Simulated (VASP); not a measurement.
# C in VASP: further runs

The runs below take C through relaxation of cell and atoms, with PBEsol+D3(BJ), LDA, BLYP+D3(BJ).

Program: VASP 6.6.1. These are calculated values, not measurements. Logs are shortened: lines on timing, memory, paths and dates and some standing lists are left out, and cuts for length are marked.

### 1 The cell of the first run

The cell holds a slab with vacuum, 2 atoms: a = 2.456 Å, b = 2.456 Å, c = 8.524 Å, α = 90.00°, β = 90.00°, γ = 120.00°.

### 2 Relaxation of cell and atoms, PBEsol+D3(BJ)

INCAR reads:

```
SYSTEM = C
PREC = Accurate
ENCUT = 600
EDIFF = 1E-7
ISMEAR = -1
SIGMA = 0.1
LREAL = .FALSE.
LASPH = .TRUE.
NELM = 120
ALGO = Normal
ISIF = 3
LWAVE = .FALSE.
LCHARG = .FALSE.
GGA = PS
IVDW = 12
IBRION = 2
NSW = 80
EDIFFG = -0.03
GGA_COMPAT = .FALSE.
NELMIN = 4
```

KPOINTS reads:

```
Automatic mesh
0
G
  13 13 4
  0 0 0
```

POSCAR reads:

```
C
1.0
    2.4561701600      0.0000000000      0.0000000000
   -1.2280850800      2.1271057600      0.0000000000
    0.0000000000      0.0000000000      8.5238033600
C
2
Direct
    0.3333333333      0.6666666667      0.0000000000
    0.6666666667      0.3333333333      0.0000000000
```

Potentials or basis: VASP PAW PBE potentials, release 64 (C).

Launch:

```bash
$ cat potpaw_PBE.64/C/POTCAR > POTCAR
$ mpirun -np 1 vasp_std > vasp.out
```

OUTCAR:

```text
SYSTEM = C
   PREC = Accurate
   ENCUT = 600
   EDIFF = 1E-7
   ISMEAR = -1
   LREAL = .FALSE.
   LASPH = .TRUE.
   NELM = 120
   ISIF = 3
   GGA = PS
   IVDW = 12
   IBRION = 2
   NSW = 80
   EDIFFG = -0.03
   NELMIN = 4
 IVDW          = 12

 ion  position               nearest neighbor table
   1  0.333  0.667  0.000-   2 1.42   2 1.42   2 1.42
   2  0.667  0.333  0.000-   1 1.42   1 1.42   1 1.42

  LATTYP: Found a hexagonal cell.
 ALAT       =     2.4561701600
 C/A-ratio  =     3.4703635354

  Lattice vectors:

 A1 = (   2.4561701600,   0.0000000000,   0.0000000000)
 A2 = (  -1.2280850800,   2.1271057600,   0.0000000000)
 A3 = (   0.0000000000,   0.0000000000,   8.5238033600)

Analysis of symmetry for initial positions (statically):
=====================================================================
 Subroutine PRICEL returns:
 Original cell was already a primitive cell.

 Routine SETGRP: Setting up the symmetry group for a
 hexagonal supercell.

 Subroutine GETGRP returns: Found 24 space group operations
 (whereof 24 operations were pure point group operations)
 out of a pool of 24 trial point group operations.

The static configuration has the point symmetry D_6h.

Analysis of symmetry for dynamics (positions and initial velocities):
=====================================================================
 Subroutine PRICEL returns:
 Original cell was already a primitive cell.

 Routine SETGRP: Setting up the symmetry group for a
 hexagonal supercell.

 Subroutine GETGRP returns: Found 24 space group operations
 (whereof 24 operations were pure point group operations)
 out of a pool of 24 trial point group operations.

The dynamic configuration has the point symmetry D_6h.

 Subroutine INISYM returns: Found 24 space group operations
 (whereof 24 operations are pure point group operations),
 and found     1 'primitive' translations

----------------------------------------------------------------------------------------

                                     Primitive cell

  volume of cell :      44.5329

  direct lattice vectors                    reciprocal lattice vectors
     2.456170160  0.000000000  0.000000000     0.407137916  0.235061185  0.000000000
    -1.228085080  2.127105760  0.000000000     0.000000000  0.470122369  0.000000000
     0.000000000  0.000000000  8.523803360     0.000000000  0.000000000  0.117318521

  length of vectors
     2.456170160  2.456170165  8.523803360     0.470122370  0.470122369  0.117318521

  position of ions in fractional coordinates (direct lattice)
     0.333333333  0.666666667  0.000000000
     0.666666667  0.333333333  0.000000000

  ion indices of the primitive-cell ions
   primitive index   ion index
                 1           1
                 2           2

----------------------------------------------------------------------------------------

 KPOINTS: Automatic mesh

Automatic generation of k-mesh.
 Grid dimensions read from file:
 generate k-points for:   13   13    4

 Generating k-lattice:

  Cartesian coordinates                     Fractional coordinates (reciprocal lattice)
     0.031318301  0.018081630  0.000000000     0.076923077  0.000000000  0.000000000
     0.000000000  0.036163259  0.000000000     0.000000000  0.076923077  0.000000000
     0.000000000  0.000000000  0.029329630     0.000000000  0.000000000  0.250000000

  Length of vectors
     0.036163259  0.036163259  0.029329630

  Shift w.r.t. Gamma in fractional coordinates (k-lattice)
     0.000000000  0.000000000  0.000000000

 Subroutine IBZKPT returns following result:
 ===========================================

 Found     63 irreducible k-points:

 Following reciprocal coordinates:
            Coordinates               Weight
  0.000000  0.000000  0.000000      1.000000
  0.076923  0.000000  0.000000      6.000000
  0.153846  0.000000  0.000000      6.000000
  0.230769  0.000000  0.000000      6.000000
  0.307692  0.000000  0.000000      6.000000
  0.384615 -0.000000  0.000000      6.000000
[... 16 lines left out ...]
  0.076923  0.000000  0.250000     12.000000
  0.153846  0.000000  0.250000     12.000000
 [... further k-points ...]
   k-points           NKPTS =     63   k-points in BZ     NKDIM =     63   number of bands    NBANDS=      8
   number of dos      NEDOS =    301   number of ions     NIONS =      2
   total plane-waves  NPLWV =  28000
   dimension x,y,z NGX =    20 NGY =   20 NGZ =   70
   dimension x,y,z NGXF=    40 NGYF=   40 NGZF=  140
   ions per type =               2
   NGX,Y,Z   is equivalent  to a cutoff of  13.54, 13.54, 13.65 a.u.
   NGXF,Y,Z  is equivalent  to a cutoff of  27.07, 27.07, 27.31 a.u.
 SYSTEM =  C
   PREC   = accura    normal or accurate (medium, high low for compatibility)
   ISTART =      0    job   : 0-new  1-cont  2-samecut
   ICHARG =      2    charge: 1-file 2-atom 10-const
   ISPIN  =      1    spin polarized calculation?
   LNONCOLLINEAR =      F non collinear calculations
   LSORBIT =      F    spin-orbit coupling
   LASPH  =      T    aspherical Exc in radial PAW
   ENCUT  =  600.0 eV  44.10 Ry    6.64 a.u.   4.91  4.91 17.02*2*pi/ulx,y,z
   NELM   =    120;   NELMIN=  4; NELMDL= -5     # of ELM steps
   EDIFF  = 0.1E-06   stopping-criterion for ELM
   LREAL  =      F    real-space projection
   EDIFFG = -.3E-01   stopping-criterion for IOM
   NSW    =     80    number of steps for IOM
   IBRION =      2    ionic relax: 0-MD 1-quasi-New 2-CG
   NFREE  =      1    steps in history (QN), initial steepest desc. (CG)
   ISIF   =      3    stress and relaxation
   ISYM   =      2    0-nonsym 1-usesym 2-fastsym
   POTIM  = 0.5000    time-step for ionic-motion
   TEBEG  =    0.0;   TEEND  =   0.0 temperature during run
   PSTRESS=    0.0 pullay stress
   NELECT =       8.0000    total number of electrons
   NUPDOWN=      -1.0000    fix difference up-down
   EMIN   =  10.00;   EMAX   =-10.00  energy-range for DOS
   EFERMI =   0.00;   METHOD = LEGACY
   ISMEAR =    -1;   SIGMA  =   0.10  broadening in eV -4-tet -1-fermi 0-gaus
   EFERMI_NEDOS =   21; number of points for ismear=-14 and -15
   IALGO  =     38    algorithm
   IMIX   =      4    mixing-type and parameters
     AMIX     =   0.40;   BMIX     =  1.00
     AMIX_MAG =   1.60;   BMIX_MAG =  1.00
  volume/ion in A,a.u.               =      22.27       150.26
  Fermi-wavevector in a.u.,A,eV,Ry     =   0.923729  1.745594 11.609511  0.853275
  Thomas-Fermi vector in A             =   2.049397
   LORBIT       =      0    0 simple, 1 ext, 2 COOP (PROOUT), +10 PAW based schemes
   GGA     = PS    functional components
   LHFCALC =     F    Hartree Fock is set to
   AEXX    =    0.0000 exact exchange contribution
   IVDW    =    12    specifies the selected vdW correction
   LEPSILON=     F    determine dielectric tensor
   LRPA    =     F    only Hartree local field effects (RPA)
 conjugate gradient relaxation of ions
 non-spin polarized calculation
  energy-cutoff  :      600.00
  volume of cell :       44.53
 maximum number of plane-waves:      1518
 NGX is ok and might be reduce to    20
   NGX =  9   NGY =  9   NGZ = 35

--------------------------------------- Ionic step        1  -------------------------------------------

 number of electron       7.9999999 magnetization

 Free energy of the ion-electron system (eV)
  ---------------------------------------------------
  ext. energy  EPLUGINS =         0.00000000
  ---------------------------------------------------
  free energy    TOTEN  =       -19.28963507 eV

  energy without entropy =      -19.28958128  energy(sigma->0) =      -19.28960817

------------------------ aborting loop because EDIFF is reached ----------------------------------------

 Edisp (eV)   -0.10236

 E8    (eV) :    -0.0513

  FORCE on cell =-STRESS in cart. coord.  units (eV):
  Direction    XX          YY          ZZ          XY          YZ          ZX
  --------------------------------------------------------------------------------------
  -------------------------------------------------------------------------------------
  Total       0.18954     0.18954    -0.05376    -0.00000    -0.00000    -0.00000
  in kB       6.81900     6.81900    -1.93397    -0.00000    -0.00000    -0.00000
  external pressure =        3.90 kB  Pullay stress =        0.00 kB
[... 61 lines left out ...]
  energy  without entropy=      -19.3908083963  energy(sigma->0) =      -19.39083761

--------------------------------------- Ionic step        3  -------------------------------------------

 number of electron       7.9999999 magnetization

 Free energy of the ion-electron system (eV)
  ---------------------------------------------------
  ext. energy  EPLUGINS =         0.00000000
  ---------------------------------------------------
  free energy    TOTEN  =       -19.28994934 eV

  energy without entropy =      -19.28989417  energy(sigma->0) =      -19.28992175

 E-fermi :  -0.7689     XC(G=0):  -4.9811

 val. band max:       -1.5427945847   @ k =   0.3077   0.3077   0.0000
 cond. band min:       0.0075363076   @ k =   0.3077   0.3077   0.5000
 fundamental gap:      1.5503308923
 Fermi energy:        -0.7688554262

 k-point     1 :       0.0000    0.0000    0.0000
  band No.  band energies     occupation
      1     -20.3083      2.00000
      2      -8.4627      2.00000
      3      -3.7653      2.00000
      4      -3.7653      2.00000
      5       2.3502      0.00000
      6       4.7242      0.00000
      7       6.2730      0.00000
      8       7.5715      0.00000
[... 243 lines left out ...]
 k-point    24 :       0.1538    0.0000    0.2500
  band No.  band energies     occupation
      1     -19.7475      2.00000
      2      -7.7927      2.00000
      3      -5.7677      2.00000
      4      -4.7759      2.00000
      5       3.3077      0.00000
      6       4.7516      0.00000
      7       7.5690      0.00000
      8       8.0223      0.00000

 [... further k-points ...]

------------------------ aborting loop because EDIFF is reached ----------------------------------------

 Edisp (eV)   -0.10232

 E8    (eV) :    -0.0512

  FORCE on cell =-STRESS in cart. coord.  units (eV):
  Direction    XX          YY          ZZ          XY          YZ          ZX
  --------------------------------------------------------------------------------------
  -------------------------------------------------------------------------------------
  Total      -0.00750    -0.00750    -0.05375     0.00000     0.00000     0.00000
  in kB      -0.26935    -0.26935    -1.92898     0.00000     0.00000     0.00000
  external pressure =       -0.82 kB  Pullay stress =        0.00 kB
[... 17 lines left out ...]
  FREE ENERGIE OF THE ION-ELECTRON SYSTEM (eV)
  ---------------------------------------------------
  free  energy   TOTEN  =       -19.3922713969 eV

  energy  without entropy=      -19.3922162234  energy(sigma->0) =      -19.39224381

 reached required accuracy - stopping structural energy minimisation
```

Run time: 30 s. Hardware: 1 thread of Intel Xeon Platinum 8559C (Emerald Rapids), shared host; peak memory 0.18 GiB.

Results:

- Free energy: -19.3923 eV
- Relaxed cell: a = 2.460 Å, b = 2.460 Å, c = 8.520 Å, α = 90.00°, β = 90.00°, γ = 120.00°
- Space group after relaxing (to 0.05 Å): P6/mmm (No. 191)
- Energy gained by relaxing: 0.1 meV/atom
- Ionic steps: 3
- Band gap on the k mesh: 1.55 eV, direct
- Dispersion energy per atom: -0.051 eV

The path:
| step | energy change (eV) | largest force (eV/Å) | pressure (GPa) | volume (Å³) |
| --- | --- | --- | --- | --- |
| 1 | 0.0000 | 0.0000 | 0.39 | 44.53 |
| 2 | 0.0011 | 0.0000 | -1.13 | 44.88 |
| 3 | -0.0003 | 0.0000 | -0.08 | 44.64 |

Final structure:
```xyz
2
Lattice="2.4596 0.0000 0.0000 -1.2298 2.1301 0.0000 0.0000 0.0000 8.5204" Properties=species:S:1:pos:R:3 pbc="T T T"
C     0.0000    1.4201    8.5204
C     1.2298    0.7100    0.0000
```

Levels at points of the mesh, in eV from the valence-band top:
```
           k point  band 1  band 2  band 3  band 4  band 5  band 6  band 7  band 8
(0.00, 0.00, 0.00)  -18.77   -6.92   -2.22   -2.22    3.89    6.27    7.82    9.11
(0.00, 0.00, 0.50)  -18.77   -6.92   -2.22   -2.22    4.62    4.70    9.11    9.11
```

Caveat: the PAW data sets were made with another functional, which shifts forces and pressure a little.

### 3 Relaxation of cell and atoms, LDA

INCAR reads:

```
ALGO = Normal ; EDIFF = 1E-7
EDIFFG = -0.03 ; ENCUT = 600
GGA = CA ; GGA_COMPAT = False
IBRION = 2 ; ISIF = 3
ISMEAR = -1 ; LASPH = True
LCHARG = False ; LREAL = False
LWAVE = False ; NELM = 120
NELMIN = 4 ; NSW = 80
PREC = Accurate ; SIGMA = 0.1
```

KPOINTS reads:

```
k-points
0
Gamma
  13 13 4
```

POSCAR is that of step 2.

Potentials or basis: VASP PAW LDA potentials, release 64 (C).

Launch:

```bash
$ cat potpaw_LDA.64/C/POTCAR > POTCAR
$ mpirun -np 1 vasp_std > vasp.out
```

Wall time 28 s (1 thread of Intel Xeon Platinum 8559C (Emerald Rapids), shared host); peak memory 0.15 GiB.

Results (log left out):

```yaml
Free_energy: -20.1853 eV
Relaxed_cell: a = 2.446 Å, b = 2.446 Å, c = 8.521 Å, α = 90.00°, β = 90.00°, γ = 120.00°
Space_group_after_relaxing_to_0.05_Å: P6/mmm (No. 191)
Energy_gained_by_relaxing: 1.2 meV/atom
Ionic_steps: 3
Band_gap_on_the_k_mesh: 1.57 eV, direct
```

The path:
```tsv
step	energy change (eV)	largest force (eV/Å)	pressure (GPa)	volume (Å³)
1	0.0000	0.0000	-1.45	44.53
2	0.0115	0.0000	3.45	43.25
3	-0.0025	0.0000	-0.07	44.15
```

Final structure:
```
C
1.0
     2.44594    0.00000    0.00000
    -1.22297    2.11824    0.00000
     0.00000    0.00000    8.52118
C
2
Direct
  0.33333 0.66667 0.00000
  0.66667 0.33333 0.00000
```

Levels at points of the mesh, in eV from the valence-band top:
```tsv
k point	band 1	band 2	band 3	band 4	band 5	band 6	band 7	band 8
(0.00, 0.00, 0.00)	-18.70	-7.02	-2.24	-2.24	3.89	6.23	7.85	9.21
(0.00, 0.00, 0.50)	-18.70	-7.02	-2.24	-2.24	4.49	4.82	9.21	9.21
```

(Continued in part 2 of 2.)
